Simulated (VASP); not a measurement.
## Si2W: single point with PBEsol

The system is Si2W.

```
W Si
1.0
    -1.59612    1.59612    3.88867
     1.59612   -1.59612    3.88867
     1.59612    1.59612   -3.88867
W Si
1 2
Direct
  0.00000 0.00000 0.00000
  0.66530 0.66530 0.00000
  0.33470 0.33470 0.00000
```

```json
{
  "Program": "VASP 6.6.1",
  "Task": "single point",
  "Functional": "PBEsol",
  "Potentials or basis": "VASP PAW PBE potentials, release 64 (W_sv, Si)",
  "Cutoff": "520 eV",
  "k mesh": "12 × 12 × 12",
  "Occupations": "fermi-dirac, width 0.05 eV",
  "Spin": "no spin polarisation"
}
```

| Property | Result |
| --- | --- |
| Pressure | 3.2 GPa |
| Largest force | 0.082 eV/Å |
| Band gap on the k mesh | zero (bands 11 and 12 overlap by 1.33 eV) |

Forces in eV/Å, atoms in the order of the input:
```
W    0.000  0.000  0.000
Si   0.000  0.000  0.082
Si   0.000  0.000 -0.082
```

Stress tensor (GPa, compression positive):
```
2.76 0.00 0.00
0.00 2.76 0.00
0.00 0.00 3.97
```

Levels at points of the mesh, in eV from the Fermi level:
```tsv
k point	band 9	band 10	band 11	band 12	band 13	band 14
(0.00, 0.00, 0.00)	-2.91	-2.91	0.60	2.82	2.88	3.12
(0.50, 0.00, 0.00)	-2.88	-2.86	-0.48	2.75	2.82	3.98
(0.50, 0.50, 0.00)	-5.11	-3.36	-1.78	2.89	3.02	3.19
(0.50, 0.50, 0.50)	-0.84	-0.84	-0.53	-0.53	0.79	4.60
```

It took 4.3 min on 1 thread of Intel(R) Xeon(R) Platinum 8375C CPU @ 2.90GHz (Ice Lake) (shared host), peak memory 0.28 GiB.

Caveat: the cell stands under pressure; the PAW data sets were made with another functional, which shifts forces and pressure a little; spin-orbit coupling is left out, which moves the levels of the heavy elements.
